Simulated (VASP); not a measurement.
# ZnO (zincite): single point with r2SCAN50

Crystal: ZnO (zincite).

```xyz
4
Lattice="3.2493 0.0000 0.0000 -1.6247 2.8140 0.0000 0.0000 0.0000 5.2057" Properties=species:S:1:pos:R:3 pbc="T T T"
Zn    1.6247    0.9380    0.0000
Zn    0.0000    1.8760    2.6029
O     0.0000    1.8760    4.5759
O     1.6247    0.9380    1.9730
```

```yaml
Program: VASP 6.6.1
Task: single point
Functional: r2SCAN50
Potentials_or_basis: VASP PAW PBE potentials, release 64 (Zn, O)
Cutoff: 520 eV
k_mesh: 5 × 5 × 3
Occupations: fermi-dirac, width 0.05 eV
Spin: no spin polarisation
```

```
Pressure               : -3.9 GPa
Largest force          : 0.093 eV/Å
Band gap on the k mesh : 5.92 eV, direct
```

Forces in eV/Å, atoms in the order of the input:
```
Zn   0.000  0.000 -0.093
Zn   0.000  0.000 -0.093
O    0.000  0.000  0.093
O    0.000  0.000  0.093
```

Stress tensor (GPa, compression positive):
```
-4.31  0.00  0.00
 0.00 -4.31  0.00
 0.00  0.00 -3.21
```

Levels at points of the mesh, in eV from the valence-band top:
```csv
k point,band 14,band 15,band 16,band 17,band 18,band 19,band 20,band 21,band 22,band 23
"(0.00, 0.00, 0.00)",-0.92,-0.92,-0.05,0.00,0.00,5.92,10.97,14.15,18.95,18.95
```

Wall time 20 min on 1 thread of Intel(R) Xeon(R) 6975P-C (Granite Rapids) (shared host), peak memory 0.18 GiB.

Caveat: the k points lie up to 0.45 Å⁻¹ apart; the PAW data sets were made with another functional, which shifts forces and pressure a little.
